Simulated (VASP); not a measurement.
# CdO (Fm-3m) in VASP: single point with r2SCAN

Aim: the single point of CdO with r2SCAN.

All numbers are computed with VASP 6.6.1; they aren't measurements. Logs are shortened: lines on timing, memory, paths and dates and some standing lists are left out, and cuts for length are marked.

### Step 1. The cell of the first run

It takes space group Fm-3m (No. 225, cubic). The conventional cell has a = 4.699 Å, b = 4.699 Å, c = 4.699 Å, α = 90.00°, β = 90.00°, γ = 90.00°. Cd (site symmetry m-3m) has 6 O at 2.35 Å within 3.1 Å. O (site symmetry m-3m) has 6 Cd at 2.35 Å within 3.1 Å.

### Step 2. Single point, r2SCAN

File POSCAR:

```
CdO
1.0
    0.0000000000      2.3495000000      2.3495000000
    2.3495000000      0.0000000000      2.3495000000
    2.3495000000      2.3495000000      0.0000000000
Cd O
1 1
Direct
    0.0000000000      0.0000000000      0.0000000000
    0.5000000000      0.5000000000      0.5000000000
```

File INCAR.step1:

```
PREC     = Accurate       # precision mode
ENCUT    = 660            # plane-wave cutoff, eV
ISMEAR   = 0              # smearing method
SIGMA    = 0.01           # smearing width, eV
LREAL    = F              # projectors in reciprocal space
LASPH    = T              # aspherical terms in the spheres
NELM     = 120            # most SCF steps
NBANDS   = 16             # bands
ISYM     = 0            
GGA      = PE             # functional
ALGO     = Normal         # electronic algorithm
EDIFF    = 1E-5           # SCF threshold, eV
LWAVE    = T              # write WAVECAR
LCHARG   = F              # write CHGCAR
GGA_COMPAT= F
```

File INCAR.step2:

```
PREC     = Accurate       # precision mode
ENCUT    = 660            # plane-wave cutoff, eV
EDIFF    = 1E-6           # SCF threshold, eV
ISMEAR   = 0              # smearing method
SIGMA    = 0.01           # smearing width, eV
LREAL    = F              # projectors in reciprocal space
LASPH    = T              # aspherical terms in the spheres
NELM     = 120            # most SCF steps
ALGO     = Normal         # electronic algorithm
ISIF     = 2              # what is computed and relaxed
LWAVE    = F              # write WAVECAR
LCHARG   = F              # write CHGCAR
METAGGA  = R2SCAN         # meta-GGA
LMIXTAU  = T            
NBANDS   = 16             # bands
ISYM     = 0            
ISTART   = 1            
GGA_COMPAT= F
```

File KPOINTS:

```
Automatic mesh
0
Gamma
  6 6 6
  0.5 0.5 0.5
```

Potentials or basis: VASP PAW PBE potentials, release 64 (Cd, O).

Started as:

```console
> cat potpaw_PBE.64/Cd/POTCAR potpaw_PBE.64/O/POTCAR > POTCAR
> cp INCAR.step1 INCAR
> mpirun -np 1 vasp_std > vasp.out
> cp INCAR.step2 INCAR
> mpirun -np 1 vasp_std > vasp.out
```

OUTCAR:

```text
PREC = Accurate
   ENCUT = 660
   EDIFF = 1E-6
   ISMEAR = 0
   LREAL = F
   LASPH = T
   NELM = 120
   ISIF = 2
   METAGGA = R2SCAN
   ISYM = 0
   ISTART = 1

 ion  position               nearest neighbor table
   1  0.000  0.000  0.000-   2 2.35   2 2.35   2 2.35   2 2.35   2 2.35   2 2.35
   2  0.500  0.500  0.500-   1 2.35   1 2.35   1 2.35   1 2.35   1 2.35   1 2.35

IMPORTANT INFORMATION: All symmetrisations will be switched off!
NOSYMM: (Re-)initialisation of all symmetry stuff for point group C_1.

----------------------------------------------------------------------------------------

                                     Primitive cell

  volume of cell :      25.9392

  direct lattice vectors                    reciprocal lattice vectors
     0.000000000  2.349500000  2.349500000    -0.212811236  0.212811236  0.212811236
     2.349500000  0.000000000  2.349500000     0.212811236 -0.212811236  0.212811236
     2.349500000  2.349500000  0.000000000     0.212811236  0.212811236 -0.212811236

  length of vectors
     3.322694765  3.322694765  3.322694765     0.368599874  0.368599874  0.368599874

  position of ions in fractional coordinates (direct lattice)
     0.000000000  0.000000000  0.000000000
     0.500000000  0.500000000  0.500000000

  ion indices of the primitive-cell ions
   primitive index   ion index
                 1           1
                 2           2

----------------------------------------------------------------------------------------

 KPOINTS: Automatic mesh

Automatic generation of k-mesh.
 Grid dimensions read from file:
 generate k-points for:    6    6    6

 Generating k-lattice:

  Cartesian coordinates                     Fractional coordinates (reciprocal lattice)
    -0.035468539  0.035468539  0.035468539     0.166666667  0.000000000  0.000000000
     0.035468539 -0.035468539  0.035468539     0.000000000  0.166666667  0.000000000
     0.035468539  0.035468539 -0.035468539     0.000000000  0.000000000  0.166666667

  Length of vectors
     0.061433312  0.061433312  0.061433312

  Shift w.r.t. Gamma in fractional coordinates (k-lattice)
     0.500000000  0.500000000  0.500000000

 Subroutine IBZKPT returns following result:
 ===========================================

 Found    432 irreducible k-points:

 Following reciprocal coordinates:
            Coordinates               Weight
  0.083333  0.083333  0.083333      2.000000
  0.083333  0.000000  0.000000      2.000000
  0.000000  0.000000 -0.083333      2.000000
  0.000000  0.083333  0.000000      2.000000
  0.250000  0.083333  0.083333      2.000000
  0.083333  0.250000  0.083333      2.000000
[... 16 lines left out ...]
  0.000000  0.333333 -0.083333      2.000000
  0.333333  0.000000 -0.083333      2.000000
 [... further k-points ...]
   k-points           NKPTS =    432   k-points in BZ     NKDIM =    432   number of bands    NBANDS=     16
   number of dos      NEDOS =    301   number of ions     NIONS =      2
   total plane-waves  NPLWV =  21952
   dimension x,y,z NGX =    28 NGY =   28 NGZ =   28
   dimension x,y,z NGXF=    56 NGYF=   56 NGZF=   56
   ions per type =               1   1
   NGX,Y,Z   is equivalent  to a cutoff of  14.01, 14.01, 14.01 a.u.
   NGXF,Y,Z  is equivalent  to a cutoff of  28.02, 28.02, 28.02 a.u.
 SYSTEM =  unknown system
   PREC   = accura    normal or accurate (medium, high low for compatibility)
   ISTART =      1    job   : 0-new  1-cont  2-samecut
   ICHARG =      0    charge: 1-file 2-atom 10-const
   ISPIN  =      1    spin polarized calculation?
   LNONCOLLINEAR =      F non collinear calculations
   LSORBIT =      F    spin-orbit coupling
   LASPH  =      T    aspherical Exc in radial PAW
   ENCUT  =  660.0 eV  48.51 Ry    6.96 a.u.   6.96  6.96  6.96*2*pi/ulx,y,z
   NELM   =    120;   NELMIN=  2; NELMDL=  0     # of ELM steps
   EDIFF  = 0.1E-05   stopping-criterion for ELM
   LREAL  =      F    real-space projection
   EDIFFG = 0.1E-04   stopping-criterion for IOM
   NSW    =      0    number of steps for IOM
   IBRION =     -1    ionic relax: 0-MD 1-quasi-New 2-CG
   NFREE  =      0    steps in history (QN), initial steepest desc. (CG)
   ISIF   =      2    stress and relaxation
   ISYM   =      0    0-nonsym 1-usesym 2-fastsym
   POTIM  = 0.5000    time-step for ionic-motion
   TEBEG  =    0.0;   TEEND  =   0.0 temperature during run
   PSTRESS=    0.0 pullay stress
   NELECT =      18.0000    total number of electrons
   NUPDOWN=      -1.0000    fix difference up-down
   EMIN   =  10.00;   EMAX   =-10.00  energy-range for DOS
   EFERMI =   0.00;   METHOD = LEGACY
   ISMEAR =     0;   SIGMA  =   0.01  broadening in eV -4-tet -1-fermi 0-gaus
   EFERMI_NEDOS =   21; number of points for ismear=-14 and -15
   IALGO  =     38    algorithm
   IMIX   =      4    mixing-type and parameters
     AMIX     =   0.40;   BMIX     =  1.00
     AMIX_MAG =   1.60;   BMIX_MAG =  1.00
  volume/ion in A,a.u.               =      12.97        87.52
  Fermi-wavevector in a.u.,A,eV,Ry     =   1.449373  2.738918 28.581522  2.100683
  Thomas-Fermi vector in A             =   2.567107
   LORBIT       =      0    0 simple, 1 ext, 2 COOP (PROOUT), +10 PAW based schemes
   METAGGA = R2SCAN    functional components
   LHFCALC =     F    Hartree Fock is set to
   AEXX    =    0.0000 exact exchange contribution
   IVDW    =     0    specifies the selected vdW correction
   LEPSILON=     F    determine dielectric tensor
   LRPA    =     F    only Hartree local field effects (RPA)
 non-spin polarized calculation
 Gauss-broadening in eV      SIGMA  =   0.01
  energy-cutoff  :      660.00
  volume of cell :       25.94
 maximum number of plane-waves:      1009
   NGX = 13   NGY = 13   NGZ = 13

 number of electron      18.0000002 magnetization

 Free energy of the ion-electron system (eV)
  ---------------------------------------------------
  ext. energy  EPLUGINS =         0.00000000
  ---------------------------------------------------
  free energy    TOTEN  =       -28.56121132 eV

  energy without entropy =      -28.56121132  energy(sigma->0) =      -28.56121132

 E-fermi :   1.7206     XC(G=0): -12.3283

 val. band max:        1.6349599719   @ k =  -0.3333   0.0833   0.0000
 cond. band min:       2.5087014662   @ k =   0.0833   0.0833   0.0833
 fundamental gap:      0.8737414943
 Fermi energy:         1.7206140729

 k-point     1 :       0.0833    0.0833    0.0833
  band No.  band energies     occupation
      1     -16.5401      2.00000
      2      -5.1818      2.00000
      3      -5.1408      2.00000
      4      -5.1408      2.00000
      5      -4.8908      2.00000
      6      -4.8908      2.00000
[... 8 lines left out ...]
     15      21.0912      0.00000
     16      21.0913      0.00000

 k-point     2 :       0.0833    0.0000    0.0000
  band No.  band energies     occupation
      1     -16.5401      2.00000
      2      -5.1818      2.00000
      3      -5.1408      2.00000
      4      -5.1408      2.00000
      5      -4.8908      2.00000
      6      -4.8908      2.00000
[... 8 lines left out ...]
     15      21.0913      0.00000
     16      21.0913      0.00000

 k-point     3 :       0.0000    0.0000   -0.0833
  band No.  band energies     occupation
      1     -16.5401      2.00000
      2      -5.1818      2.00000
      3      -5.1408      2.00000
      4      -5.1408      2.00000
      5      -4.8908      2.00000
      6      -4.8908      2.00000
[... 8 lines left out ...]
     15      21.0912      0.00000
     16      21.0913      0.00000

 k-point     4 :       0.0000    0.0833    0.0000
  band No.  band energies     occupation
      1     -16.5401      2.00000
      2      -5.1818      2.00000
      3      -5.1408      2.00000
      4      -5.1408      2.00000
      5      -4.8908      2.00000
      6      -4.8908      2.00000
[... 8 lines left out ...]
     15      21.0913      0.00000
     16      21.0913      0.00000

 k-point     5 :       0.2500    0.0833    0.0833
  band No.  band energies     occupation
      1     -16.3260      2.00000
      2      -5.3348      2.00000
      3      -5.2833      2.00000
      4      -5.2578      2.00000
      5      -5.0104      2.00000
      6      -4.7990      2.00000
[... 8 lines left out ...]
     15      20.3468      0.00000
     16      22.8156      0.00000

 k-point     6 :       0.0833    0.2500    0.0833
  band No.  band energies     occupation
      1     -16.3260      2.00000
      2      -5.3348      2.00000
      3      -5.2833      2.00000
      4      -5.2578      2.00000
      5      -5.0104      2.00000
      6      -4.7990      2.00000
[... 8 lines left out ...]
     15      20.3468      0.00000
     16      22.8156      0.00000
[... 267 lines left out ...]
 k-point    21 :       0.4167    0.3333    0.3333
  band No.  band energies     occupation
      1     -15.9761      2.00000
      2      -5.8113      2.00000
      3      -5.6519      2.00000
      4      -5.5311      2.00000
      5      -4.7548      2.00000
      6      -4.6430      2.00000
[... 8 lines left out ...]
     15      22.3815      0.00000
     16      23.6635      0.00000

 k-point    22 :       0.0833   -0.3333    0.0000
  band No.  band energies     occupation
      1     -15.9761      2.00000
      2      -5.8113      2.00000
      3      -5.6519      2.00000
      4      -5.5311      2.00000
      5      -4.7548      2.00000
      6      -4.6430      2.00000
[... 8 lines left out ...]
     15      22.3815      0.00000
     16      23.6635      0.00000

 k-point    23 :       0.0000    0.3333   -0.0833
  band No.  band energies     occupation
      1     -15.9761      2.00000
      2      -5.8113      2.00000
      3      -5.6519      2.00000
      4      -5.5311      2.00000
      5      -4.7548      2.00000
      6      -4.6430      2.00000
[... 8 lines left out ...]
     15      22.3815      0.00000
     16      23.6635      0.00000

 k-point    24 :       0.3333    0.0000   -0.0833
  band No.  band energies     occupation
      1     -15.9761      2.00000
      2      -5.8113      2.00000
      3      -5.6519      2.00000
      4      -5.5311      2.00000
      5      -4.7548      2.00000
      6      -4.6430      2.00000
[... 8 lines left out ...]
     15      22.3815      0.00000
     16      23.6635      0.00000

 [... further k-points ...]

------------------------ aborting loop because EDIFF is reached ----------------------------------------

  FORCE on cell =-STRESS in cart. coord.  units (eV):
  Direction    XX          YY          ZZ          XY          YZ          ZX
  --------------------------------------------------------------------------------------
  -------------------------------------------------------------------------------------
  Total        0.3609766      0.3609764      0.3609770      0.0000082      0.0000076      0.0000077
  in kB       22.2963234     22.2963119     22.2963473      0.0005079      0.0004683      0.0004727
  external PRESSURE =      22.2963276 kB  Pullay stress =       0.0000000 kB

 VOLUME and BASIS-vectors are now :
 -----------------------------------------------------------------------------
  energy-cutoff  :      660.00
  volume of cell :       25.94
      direct lattice vectors                 reciprocal lattice vectors
     0.000000000  2.349500000  2.349500000    -0.212811236  0.212811236  0.212811236
     2.349500000  0.000000000  2.349500000     0.212811236 -0.212811236  0.212811236
     2.349500000  2.349500000  0.000000000     0.212811236  0.212811236 -0.212811236

 POSITION                                       TOTAL-FORCE (eV/Angst)
 -----------------------------------------------------------------------------------
      0.00000      0.00000      0.00000         0.000000     -0.000000      0.000000
      2.34950      2.34950      2.34950        -0.000000      0.000000     -0.000000
 -----------------------------------------------------------------------------------
    total drift:                                0.000000      0.000000     -0.000000

  FREE ENERGIE OF THE ION-ELECTRON SYSTEM (eV)
  ---------------------------------------------------
  free  energy   TOTEN  =       -28.5612113159 eV

  energy  without entropy=      -28.5612113159  energy(sigma->0) =      -28.56121132
```

Wall time 6 min (1 thread of Intel Xeon 6975P-C (Granite Rapids), shared host); peak memory 0.36 GiB.

Results:

```yaml
Free_energy: -28.5612 eV
Pressure: 2.2 GPa
Band_gap_on_the_k_mesh: 0.87 eV (least direct gap 2.05 eV)
```

Caveat: the PAW data sets were made with another functional, which shifts forces and pressure a little; a shifted mesh leaves out Γ, where band edges can lie. A k mesh can miss the band edges.
